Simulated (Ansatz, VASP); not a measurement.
**MgO in VASP and in Ansatz**

Contents of INCAR:

```
ALGO = Normal
EDIFF = 1E-7
ENCUT = 520
GGA = PE
ISIF = 2
ISMEAR = 0
LASPH = True
LCHARG = False
LREAL = False
LWAVE = False
NBANDS = 11
NELM = 80
PREC = Accurate
SIGMA = 0.05
```

Contents of KPOINTS:

```
k-points
0
Gamma
  10 10 10
```

Contents of POSCAR:

```
MgO
1.0
    0.0000000000      2.0205767601      2.0737498328
    2.0205767601      0.0000000000      2.0737498328
    2.0205767601      2.0205767601      0.0000000000
Mg O
1 1
Direct
    0.0000000000      0.0000000000      0.0000000000
    0.5000000000      0.5000000000      0.5000000000
```

Input for Ansatz:

```yaml
crystal:
  lattice:
    - [0.0, 2.0205767601, 2.0737498328]
    - [2.0205767601, 0.0, 2.0737498328]
    - [2.0205767601, 2.0205767601, 0.0]
  atoms:
    - { symbol: Mg, position: [0.0, 0.0, 0.0] }
    - { symbol: O, position: [0.5, 0.5, 0.5] }
basis:
  ecutwfc: 420
kpoints:
  mp_grid: { grid: [10, 10, 10] }
hamiltonian:
  xc: pbe
scf:
  occupations: { method: gaussian, width: 0.05 }
output:
  forces: true
  stress: true
  eigenvalues: true
```

Change from the starting cell: strain -0.050 along x and y, -0.025 along z, atoms carried along.

Alike in both runs: task single point; functional PBE; k mesh 10 × 10 × 10; occupations gaussian, width 0.05 eV; no spin polarisation.

|  | VASP | Ansatz |
| --- | --- | --- |
| version | VASP 6.6.1 | Ansatz 0.2.0 |
| potentials or method | VASP PAW PBE potentials, release 64 (Mg, O), cutoff 520 eV | scalar-relativistic, plane waves, PAW |
| valence electrons in the cell | 8 | 16 |

|  | VASP | Ansatz | Ansatz less VASP |
| --- | --- | --- | --- |
| gap on the k mesh at the Fermi level (eV) | 5.71 | 5.72 | +0.013 |
| least direct gap on the mesh (eV) | 5.71 | 5.72 | +0.013 |
| pressure (GPa) | 24.5 | 25.1 | +0.63 |
| traceless stress, the component that is largest in VASP (GPa) | -5.92 | -5.86 | +0.059 |

VASP's potentials hold 8 valence electrons a cell and Ansatz's 16, so a difference there can come from the potentials and not from the codes.
